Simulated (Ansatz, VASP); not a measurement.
# Two plane-wave programs on NiO2

The input INCAR:

```
SYSTEM = NiO2
  PREC = Accurate
  ENCUT = 700
  EDIFF = 1E-6
  ISMEAR = 0
  SIGMA = 0.05
  LREAL = .FALSE.
  LASPH = .TRUE.
  NELM = 120
  ALGO = Normal
  ISIF = 2
  LWAVE = .FALSE.
  LCHARG = .FALSE.
  GGA = PS
  NBANDS = 39
  GGA_COMPAT = .FALSE.
```

The input KPOINTS:

```
Automatic mesh
0
G
  12 12 4
  0 0 0
```

POSCAR

```
NiO2
1.0
    2.7833395248      0.0000000000      0.0000000000
   -1.3916697624      2.4586515906      0.0000000000
    0.0000000000      0.0000000000     10.8430490062
Ni O
2 4
Direct
    0.0000000000      0.0000000000      0.0000000000
    0.0000000000      0.0000000000      0.5000000000
    0.6666666667      0.3333333333      0.0860929541
    0.6666666667      0.3333333333      0.4139070459
    0.3333333333      0.6666666667      0.9139070459
    0.3333333333      0.6666666667      0.5860929541
```

Input for Ansatz:

```yaml
crystal:
  lattice:
    - [2.7833395248, 0.0, 0.0]
    - [-1.3916697624, 2.4586515906, 0.0]
    - [0.0, 0.0, 10.8430490062]
  atoms:
    - { symbol: Ni, position: [0.0, 0.0, 0.0] }
    - { symbol: Ni, position: [0.0, 0.0, 0.5] }
    - { symbol: O, position: [0.6666666667, 0.3333333333, 0.0860929541] }
    - { symbol: O, position: [0.6666666667, 0.3333333333, 0.4139070459] }
    - { symbol: O, position: [0.3333333333, 0.6666666667, 0.9139070459] }
    - { symbol: O, position: [0.3333333333, 0.6666666667, 0.5860929541] }
basis:
  ecutwfc: 420
kpoints:
  mp_grid: { grid: [12, 12, 4] }
hamiltonian:
  xc: pbesol
scf:
  occupations: { method: gaussian, width: 0.05 }
output:
  forces: true
  stress: true
  eigenvalues: true
```

Change from the starting cell: strain +0.0200 x Voigt [0, 1, 0, 0, 0, 0], atoms carried along.

Alike in both runs: task single point; functional PBEsol; k mesh 12 × 12 × 4; occupations gaussian, width 0.05 eV; no spin polarisation.

|  | VASP | Ansatz |
| --- | --- | --- |
| version | VASP 6.6.1 | Ansatz 0.2.0 |
| potentials or method | VASP PAW PBE potentials, release 64 (Ni_sv_GW, O), cutoff 700 eV | scalar-relativistic, plane waves, PAW |
| valence electrons in the cell | 60 | 60 |

```tsv
	VASP	Ansatz	Ansatz less VASP
gap on the k mesh at the Fermi level (eV)	1.06	1.07	+0.007
least direct gap on the mesh (eV)	1.33	1.34	+0.006
pressure (GPa)	-3.7	-3.7	+0.03
traceless stress, the component that is largest in VASP (GPa)	-3.02	-3.18	-0.160
rms of the force components (eV/Å)	0.100	0.116	+0.0158
```

VASP's potentials were made for PBE, not for PBEsol. Atom by atom the forces differ by 0.018 eV/Å (rms over components).
